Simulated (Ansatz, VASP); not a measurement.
**W, level by level in two programs**

```xyz
1
Lattice="-1.6134 1.6134 1.6134 1.6134 -1.6134 1.6134 1.6134 1.6134 -1.6134" Properties=species:S:1:pos:R:3 pbc="T T T"
W     0.0000    0.0000    0.0000
```

Single points on this cell with VASP 6.6.1 and Ansatz 0.2.0. Each row is one pair of runs. Alike in all rows: smearing: fermi-dirac, width 0.05 eV.

```csv
level,spin,k mesh,"VASP's potentials, cutoff","Ansatz's potentials, cutoff","pressure (GPa), VASP","pressure (GPa), Ansatz"
r2SCAN+rVV10,off,12 × 12 × 12,"VASP PAW PBE potentials, release 64 (W_sv), 520 eV","Ansatz PAW, 500 eV",-16.0,-17.6
LDA,"non-collinear, zero start, SOC",12 × 12 × 12,"VASP PAW LDA potentials, release 64 (W_sv), 520 eV","Ansatz PAW, 420 eV",-21.5,?
BHLYP,off,6 × 6 × 6,"VASP PAW PBE potentials, release 64 (W_sv), 520 eV","Ansatz PAW, 420 eV",-17.4,-13.2
```

Q: Fill in what Ansatz gave in row 2.

A: Pressure (GPa): -23.4.

The k mesh is coarse in some rows, so the values compare programs but aren't converged.
